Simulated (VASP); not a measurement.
The system is LiHf4Br2.

```
Li Hf Br
1.0
    -3.27395    3.44606    3.88505
     3.27395   -3.44606    3.88505
     3.27395    3.44606   -3.88505
Li Hf Br
1 4 2
Direct
  0.50000 0.50000 0.00000
  0.84848 0.13902 0.70946
  0.15152 0.86098 0.29054
  0.42956 0.13902 0.29054
  0.57044 0.86098 0.70946
  0.00000 0.67285 0.67285
  0.00000 0.32715 0.32715
```

The cell was built from a structure type or drawn by symmetry, and may not be a known phase.

```yaml
Program: VASP 6.6.1
Task: relaxation of cell and atoms
Functional: PBE
Potentials_or_basis: VASP PAW PBE potentials, release 64 (Li_sv, Hf_pv, Br)
Cutoff: 600 eV
k_mesh: 4 × 4 × 4
Occupations: gaussian, width 0.2 eV
Spin: no spin polarisation
```

At the start: pressure 10.3 GPa; volume 25.05 Å³/atom.

Q: How do energy, volume and symmetry change on relaxing?

A: Over 23 steps the energy falls by 1315.1 meV/atom and the volume is 24.12 Å³/atom (-3.7 %); space group Immm (No. 71, to 0.1 Å) before and after.

Step by step:
| step | energy change (eV) | largest force (eV/Å) | pressure (GPa) | volume (Å³) |
| --- | --- | --- | --- | --- |
| 1 | 0.0000 | 7.4713 | 10.32 | 175.33 |
| 2 | -5.9008 | 1.2756 | -8.86 | 216.74 |
| 3 | -6.2529 | 2.1319 | -6.64 | 203.21 |
| 4 | -7.9269 | 1.4887 | -3.41 | 175.80 |
| 5 | -8.4214 | 1.6256 | 4.84 | 152.94 |
| 6 | -8.4556 | 1.6336 | 2.13 | 158.24 |
| 7 | -8.4587 | 1.6337 | 2.79 | 156.83 |
| 8 | -8.8167 | 1.3846 | 4.12 | 155.09 |
| 9 | -8.8225 | 1.2161 | 3.84 | 155.29 |
| 10 | -9.0397 | 0.1760 | -2.01 | 167.65 |
| 11 | -9.0514 | 0.1087 | -1.08 | 165.21 |
| 12 | -9.1127 | 0.0689 | -0.32 | 163.53 |
| 13 | -9.1267 | 0.1385 | 0.26 | 162.38 |
| 14 | -9.1268 | 0.1456 | 0.33 | 162.26 |
| 15 | -9.1416 | 0.1052 | 0.19 | 163.18 |
| 16 | -9.1540 | 0.2554 | 0.01 | 164.77 |
| 17 | -9.1672 | 0.1646 | 0.09 | 165.44 |
| 18 | -9.1849 | 0.2544 | 0.31 | 167.16 |
| 19 | -9.1911 | 0.2596 | 0.15 | 168.01 |
| 20 | -9.1966 | 0.2725 | -0.12 | 169.46 |
| 21 | -9.2021 | 0.1489 | -0.13 | 169.32 |
| 22 | -9.2045 | 0.0880 | -0.13 | 169.14 |
| 23 | -9.2055 | 0.0706 | -0.02 | 168.86 |

Final structure:
```xyz
7
Lattice="-2.9898 2.8415 4.9692 2.9898 -2.8415 4.9692 2.9898 2.8415 -4.9692" Properties=species:S:1:pos:R:3 pbc="T T T"
Li    0.0000    0.0000    4.9692
Hf    0.0000    4.2637    1.8258
Hf    2.9898   -1.4222    3.1434
Hf    0.0000    1.4193    1.8258
Hf    2.9898    1.4222    3.1434
Br    4.4614    0.0000    0.0000
Br    1.5181    0.0000    0.0000
```

Caveat: the cutoff is under 1.25 times the usual one of these potentials, so pressure, stress and relaxed cells hold a basis-set (Pulay) error; an odd number of electrons without spin polarisation forces a metal; a magnetic or distorted state may lie lower; the relaxation stopped at a loose force limit of 0.08 eV/Å, so its end isn't a converged minimum.
